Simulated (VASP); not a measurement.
Here is a VASP 6.6.1 calculation.

The input INCAR:

```
  PREC = Accurate
  ENCUT = 520
  EDIFF = 1E-7
  ISMEAR = 0
  SIGMA = 0.05
  LREAL = F
  LASPH = T
  NELM = 100
  ALGO = Normal
  ISIF = 2
  LWAVE = F
  LCHARG = T
  GGA = PS
  LELF = T
  LVHAR = T
  NBANDS = 26
```

KPOINTS

```
regular mesh
0
Gamma
  9 9 6
```

Contents of POSCAR:

```
ZnS
1.0
    3.6778050849      0.0000000000      0.0000000000
   -1.8389025425      3.1850726337      0.0000000000
    0.0000000000      0.0000000000      6.0385469599
Zn S
2 2
Direct
    0.3333333333      0.6666666667     -0.0187171420
    0.6666666667      0.3333333333      0.4812828580
    0.3333333333      0.6666666667      0.3795575521
    0.6666666667      0.3333333333      0.8795575521
```

Potentials or basis: VASP PAW PBE potentials, release 64 (Zn, S).

Launch:

```sh
$ cat potpaw_PBE.64/Zn/POTCAR potpaw_PBE.64/S/POTCAR > POTCAR
$ mpirun -np 1 vasp_std > vasp.out
```

**Question.** What does it give for the band gap on the k mesh?

**Answer.** 2.64 eV, direct.

**Question.** Estimate the pressure.

**Answer.** 9.2 GPa.

Stress tensor (GPa, compression positive):
```
12.10  0.00  0.00
 0.00 12.10  0.00
 0.00  0.00  3.47
```

Caveat: the PAW data sets were made with another functional, which shifts forces and pressure a little. A k mesh can miss the band edges.
